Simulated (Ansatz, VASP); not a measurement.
# One calculation of FeGe, two programs

```
Fe Ge
1.0
     4.66262    0.00000    0.00000
     0.00000    4.66262    0.00000
     0.00000    0.00000    4.66262
Fe Ge
4 4
Direct
  0.13491 0.13491 0.13491
  0.36509 0.86509 0.63491
  0.63491 0.36509 0.86509
  0.86509 0.63491 0.36509
  0.84176 0.84176 0.84176
  0.65824 0.15824 0.34176
  0.34176 0.65824 0.15824
  0.15824 0.34176 0.65824
```

Alike in both runs: functional PBE; k mesh 8 × 8 × 8; occupations gaussian, width 0.05 eV; collinear spin.

Ansatz relaxed the structure, and its values are those at the end. VASP's run is a single point on that final structure, the one shown.

|  | VASP | Ansatz |
| --- | --- | --- |
| version | VASP 6.6.1 | Ansatz 0.2.0 |
| potentials or method | VASP PAW PBE potentials, release 64 (Fe, Ge_d), cutoff 520 eV | scalar-relativistic, plane waves, PAW |
| valence electrons in the cell | 88 | 120 |

```tsv
	VASP	Ansatz	Ansatz less VASP
gap on the k mesh at the Fermi level (eV)	none	none	-
pressure (GPa)	0.3	0.0	-0.25
rms of the force components (eV/Å)	0.004	0.006	+0.0015
net moment per atom (μB)	0.52	0.52	0.000
size of the moment on the site where the two differ most (μB)	0.08	0.05	-0.026
```

Site moments also hang on the region over which each program counts them. A gap of «none» marks a metal or a gap that the smearing closes. VASP's potentials hold 88 valence electrons a cell and Ansatz's 120, so a difference there can come from the potentials and not from the codes.
